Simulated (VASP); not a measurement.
# MgI2 (P-3m1) in VASP: further runs, part 2 of 2

VASP 6.6.1. The steps go on from the part before.

### 4 Single point, r2SCAN

This run uses another cell than the first one, of 36.28 Å³/atom, 0.735 times its volume.

Input file POSCAR:

```
MgI2
1.0
    4.1863884952      0.0000000000      0.0000000000
   -2.0931942476      3.6255187870      0.0000000000
    0.0000000000      0.0000000000      7.1706471838
I Mg
2 1
Direct
    0.6666666667      0.3333333333      0.7676981322
    0.3333333333      0.6666666667      0.2323018678
    0.0000000000      0.0000000000      0.0000000000
```

Input file INCAR.step1:

```
  PREC = Accurate
  ENCUT = 520
  ISMEAR = -1
  SIGMA = 0.05
  LREAL = False
  LASPH = True
  NELM = 60
  NBANDS = 15
  GGA = PE
  ALGO = Normal
  EDIFF = 1E-4
  LWAVE = True
  LCHARG = False
```

Input file INCAR.step2:

```
  PREC = Accurate
  ENCUT = 520
  EDIFF = 1E-6
  ISMEAR = -1
  SIGMA = 0.05
  LREAL = False
  LASPH = True
  NELM = 60
  ALGO = Normal
  ISIF = 2
  LWAVE = False
  LCHARG = True
  METAGGA = R2SCAN
  LMIXTAU = True
  LELF = True
  LVHAR = True
  NBANDS = 15
  ISTART = 1
```

Input file KPOINTS:

```
regular mesh
0
Gamma
  8 8 4
```

Potentials or basis: VASP PAW PBE potentials, release 64 (I, Mg).

Run with:

```sh
> cat potpaw_PBE.64/I/POTCAR potpaw_PBE.64/Mg/POTCAR > POTCAR
> cp INCAR.step1 INCAR
> mpirun -np 1 vasp_std > vasp.out
> cp INCAR.step2 INCAR
> mpirun -np 1 vasp_std > vasp.out
```

OUTCAR:

```text
PREC = Accurate
   ENCUT = 520
   EDIFF = 1E-6
   ISMEAR = -1
   LREAL = False
   LASPH = True
   NELM = 60
   ISIF = 2
   METAGGA = R2SCAN
   ISTART = 1

 ion  position               nearest neighbor table
   1  0.667  0.333  0.768-   3 2.94   3 2.94   3 2.94
   2  0.333  0.667  0.232-   3 2.94   3 2.94   3 2.94
   3  0.000  0.000  0.000-   1 2.94   2 2.94   1 2.94   2 2.94   1 2.94   2 2.94

  LATTYP: Found a hexagonal cell.
 ALAT       =     4.1863884952
 C/A-ratio  =     1.7128480054

  Lattice vectors:

 A1 = (   4.1863884952,   0.0000000000,   0.0000000000)
 A2 = (  -2.0931942476,   3.6255187870,   0.0000000000)
 A3 = (   0.0000000000,   0.0000000000,   7.1706471838)

Analysis of symmetry for initial positions (statically):
=====================================================================
 Subroutine PRICEL returns:
 Original cell was already a primitive cell.

 Routine SETGRP: Setting up the symmetry group for a
 hexagonal supercell.

 Subroutine GETGRP returns: Found 12 space group operations
 (whereof 12 operations were pure point group operations)
 out of a pool of 24 trial point group operations.

The static configuration has the point symmetry D_3d.

Analysis of symmetry for dynamics (positions and initial velocities):
=====================================================================
 Subroutine PRICEL returns:
 Original cell was already a primitive cell.

 Routine SETGRP: Setting up the symmetry group for a
 hexagonal supercell.

 Subroutine GETGRP returns: Found 12 space group operations
 (whereof 12 operations were pure point group operations)
 out of a pool of 24 trial point group operations.

The dynamic configuration has the point symmetry D_3d.

 Subroutine INISYM returns: Found 12 space group operations
 (whereof 12 operations are pure point group operations),
 and found     1 'primitive' translations

[... 121 lines left out ...]
   METAGGA = R2SCAN    functional components
   LHFCALC =     F    Hartree Fock is set to
   AEXX    =    0.0000 exact exchange contribution
   IVDW    =     0    specifies the selected vdW correction
   LEPSILON=     F    determine dielectric tensor
   LRPA    =     F    only Hartree local field effects (RPA)
 non-spin polarized calculation
  energy-cutoff  :      520.00
  volume of cell :      108.83
 maximum number of plane-waves:      2961
 NGX is ok and might be reduce to    32
   NGX = 15   NGY = 15   NGZ = 27

 number of electron      16.0000000 magnetization

 Free energy of the ion-electron system (eV)
  ---------------------------------------------------
  ext. energy  EPLUGINS =         0.00000000
  ---------------------------------------------------
  free energy    TOTEN  =       -56.93756417 eV

  energy without entropy =      -56.93756417  energy(sigma->0) =      -56.93756417

 E-fermi :   2.5207     XC(G=0):  -8.2650

 val. band max:        1.3891799356   @ k =   0.0000   0.0000   0.0000
 cond. band min:       5.6011601641   @ k =   0.5000   0.0000   0.2500
 fundamental gap:      4.2119802285
 Fermi energy:         2.5207430099

 k-point     1 :       0.0000    0.0000    0.0000
  band No.  band energies     occupation
      1     -10.8364      2.00000
      2     -10.1724      2.00000
      3      -1.8504      2.00000
      4       1.0370      2.00000
      5       1.0370      2.00000
      6       1.3480      2.00000
      7       1.3892      2.00000
      8       1.3892      2.00000
      9       5.9022      0.00000
     10       6.9288      0.00000
     11       8.7275      0.00000
     12       8.7275      0.00000
     13       9.3984      0.00000
     14      10.2056      0.00000
[... 401 lines left out ...]
      2      -9.9397      2.00000
      3      -1.7081      2.00000
      4      -1.1784      2.00000
      5      -0.6249      2.00000
      6      -0.0302      2.00000
      7       0.3701      2.00000
      8       0.9351      2.00000
      9       6.4933      0.00000
     10       8.0225      0.00000
     11       8.9236      0.00000
     12       9.2268      0.00000
     13       9.6533      0.00000
     14       9.8597      0.00000
     15      10.8670      0.00000

 [... further k-points ...]
[... 5 lines left out ...]
  --------------------------------------------------------------------------------------
  -------------------------------------------------------------------------------------
  Total       -0.0738615     -0.0738615     -0.0620036      0.0000000      0.0000000     -0.0000000
  in kB       -1.0873277     -1.0873277     -0.9127663      0.0000000      0.0000000     -0.0000000
  external PRESSURE =      -1.0291406 kB  Pullay stress =       0.0000000 kB

 VOLUME and BASIS-vectors are now :
 -----------------------------------------------------------------------------
  energy-cutoff  :      520.00
  volume of cell :      108.83
      direct lattice vectors                 reciprocal lattice vectors
     4.186388495  0.000000000  0.000000000     0.238869374  0.137911297  0.000000000
    -2.093194248  3.625518787  0.000000000     0.000000000  0.275822595  0.000000000
     0.000000000  0.000000000  7.170647184     0.000000000  0.000000000  0.139457426

 POSITION                                       TOTAL-FORCE (eV/Angst)
 -----------------------------------------------------------------------------------
      2.09319      1.20851      5.50489         0.000000     -0.000000      0.017667
     -0.00000      2.41701      1.66575        -0.000000      0.000000     -0.017667
      0.00000      0.00000      0.00000         0.000000      0.000000      0.000000
 -----------------------------------------------------------------------------------
    total drift:                               -0.000000      0.000000     -0.000000

  FREE ENERGIE OF THE ION-ELECTRON SYSTEM (eV)
  ---------------------------------------------------
  free  energy   TOTEN  =       -56.9375641692 eV

  energy  without entropy=      -56.9375641692  energy(sigma->0) =      -56.93756417
```

OUTCAR.step1:

```text
PREC = Accurate
   ENCUT = 520
   ISMEAR = -1
   LREAL = False
   LASPH = True
   NELM = 60
[... 656 lines left out ...]
      2.09319      1.20851      5.50489        -0.000000     -0.000000     -0.022136
     -0.00000      2.41701      1.66575         0.000000      0.000000      0.022136
      0.00000      0.00000      0.00000         0.000000      0.000000      0.000000
 -----------------------------------------------------------------------------------
    total drift:                               -0.000000      0.000000     -0.000000

  FREE ENERGIE OF THE ION-ELECTRON SYSTEM (eV)
  ---------------------------------------------------
  free  energy   TOTEN  =        -7.7276526302 eV

  energy  without entropy=       -7.7276526301  energy(sigma->0) =       -7.72765263
```

Run time: 2.5 min. Hardware: 1 thread of AMD EPYC 9R45 (Zen 5), shared host; peak memory 0.23 GiB.

What came out:

```yaml
Free_energy: -56.9376 eV
Pressure: -0.1 GPa
Largest_force: 0.018 eV/Å
Band_gap_on_the_k_mesh: 4.21 eV, indirect (least direct gap 4.51 eV)
```

Forces on the atoms (eV/Å):
```
I    0.000  0.000  0.018
I    0.000  0.000 -0.018
Mg   0.000  0.000  0.000
```

Levels at points of the mesh, in eV from the valence-band top:
```
           k point  band 6  band 7  band 8  band 9  band 10  band 11
(0.00, 0.00, 0.00)   -0.04    0.00    0.00    4.51     5.54     7.34
(0.50, 0.00, 0.00)   -1.25   -0.72   -0.39    4.28     6.07     6.23
(0.00, 0.00, 0.50)   -0.30   -0.06   -0.06    5.35     5.60     7.21
(0.50, 0.00, 0.50)   -1.08   -0.68   -0.54    4.22     5.94     6.33
```

Caveat: the PAW data sets were made with another functional, which shifts forces and pressure a little; spin-orbit coupling is left out, which moves the levels of the heavy elements. r2SCAN opens gaps a little over a GGA but as a rule still falls short of measured ones.

### 5 Relaxation of cell and atoms, LDA

This run uses another cell than the first one, of 34.04 Å³/atom, 0.689 times its volume.

Input file INCAR:

```
ALGO = Normal
EDIFF = 1E-6
EDIFFG = -0.01
ENCUT = 600
IBRION = 2
ISIF = 3
ISMEAR = -1
LASPH = T
LCHARG = F
LREAL = F
LWAVE = F
NELM = 60
NSW = 60
PREC = Accurate
SIGMA = 0.05
```

Input file KPOINTS:

```
k-points
0
Gamma
  8 8 4
```

Input file POSCAR:

```
MgI2
1.0
    4.1400000000      0.0000000000      0.0000000000
   -2.0700000000      3.5853451717      0.0000000000
    0.0000000000      0.0000000000      6.8800000000
I Mg
2 1
Direct
    0.6666666667      0.3333333333      0.7500000000
    0.3333333333      0.6666666667      0.2500000000
    0.0000000000      0.0000000000      0.0000000000
```

Potentials or basis: VASP PAW LDA potentials, release 64 (I, Mg).

Run with:

```sh
> cat potpaw_LDA.64/I/POTCAR potpaw_LDA.64/Mg/POTCAR > POTCAR
> mpirun -np 1 vasp_std > vasp.out
```

It took 2 min on 1 thread of AMD EPYC 9R45 (Zen 5), shared host; peak memory 0.21 GiB.

Results (log left out):

| Quantity | Value |
| --- | --- |
| Free energy | -9.0974 eV |
| Relaxed volume | 32.06 Å³/atom |
| Relaxed cell | a = 4.072 Å, b = 4.072 Å, c = 6.697 Å, α = 90.00°, β = 90.00°, γ = 120.00° |
| Space group after relaxing (to 0.05 Å) | P-3m1 (No. 164) |
| Energy gained by relaxing | 16.8 meV/atom |
| Ionic steps | 11 |
| Pressure after relaxing | 0.0 GPa |
| Band gap on the k mesh | 3.34 eV, indirect (least direct gap 3.62 eV) |

Step by step:
```csv
step,energy change (eV),largest force (eV/Å),pressure (GPa),volume (Å³)
1,0.0000,0.3875,-2.12,102.12
2,-0.0500,0.0211,0.18,95.61
3,-0.0502,0.0069,0.03,96.00
4,-0.0502,0.0156,-0.01,96.12
5,-0.0503,0.0099,-0.04,96.17
6,-0.0504,0.0007,-0.06,96.25
7,-0.0504,0.0006,-0.05,96.24
8,-0.0505,0.0101,0.00,96.07
9,-0.0504,0.0109,0.02,96.06
10,-0.0505,0.0102,0.03,96.07
11,-0.0505,0.0001,-0.03,96.19
```

Final structure:
```
I Mg
1.0
     4.07248    0.00000    0.00000
    -2.03624    3.52687    0.00000
     0.00000    0.00000    6.69671
I Mg
2 1
Direct
  0.66667 0.33333 0.75262
  0.33333 0.66667 0.24738
  0.00000 0.00000 0.00000
```

Levels at points of the mesh, in eV from the valence-band top:
| k point | band 5 | band 6 | band 7 | band 8 | band 9 | band 10 | band 11 | band 12 |
| --- | --- | --- | --- | --- | --- | --- | --- | --- |
| (0.00, 0.00, 0.00) | -0.52 | -0.09 | -0.09 | 0.00 | 3.62 | 4.59 | 6.64 | 6.64 |
| (0.50, 0.00, 0.00) | -2.19 | -1.55 | -1.13 | -0.52 | 3.47 | 5.13 | 5.19 | 6.78 |
| (0.00, 0.00, 0.50) | -0.39 | -0.39 | -0.23 | -0.23 | 4.69 | 4.72 | 6.42 | 6.42 |
| (0.50, 0.00, 0.50) | -1.32 | -1.26 | -0.97 | -0.85 | 3.38 | 4.90 | 5.41 | 5.78 |

Caveat: spin-orbit coupling is left out, which moves the levels of the heavy elements.

### 6 The runs side by side

```csv
task,level,potentials or basis,cell,cutoff (eV),gap on the mesh (eV),pressure (GPa),largest force (eV/Å)
single point,revPBE,"VASP PAW PBE potentials, release 64 (I, Mg)","a = 4.268, b = 4.268, c = 9.393 Å, angles 90.0, 90.0, 120.0°, 3 atoms",520,3.73,-0.1,0.01
single point,BLYP,"VASP PAW PBE potentials, release 64 (I, Mg)","a = 4.311, b = 4.311, c = 9.811 Å, angles 90.0, 90.0, 120.0°, 3 atoms",520,3.62,0.0,0.01
single point,r2SCAN,"VASP PAW PBE potentials, release 64 (I, Mg)","a = 4.186, b = 4.186, c = 7.171 Å, angles 90.0, 90.0, 120.0°, 3 atoms",520,4.21,-0.1,0.02
relaxation of cell and atoms,LDA,"VASP PAW LDA potentials, release 64 (I, Mg)","relaxed from a = 4.140, b = 4.140, c = 6.880 Å, angles 90.0, 90.0, 120.0°, 3 atoms",600,3.34,0.0,-
```

Alike in all rows: no spin polarisation; k mesh 8 × 8 × 4; smearing fermi-dirac 0.05 eV.

Caveats: spin-orbit coupling is left out, which moves the levels of the heavy elements; the PAW data sets were made with another functional, which shifts forces and pressure a little (some runs).

Total energies depend on the potentials used, so only differences within one code and one set of settings carry meaning.
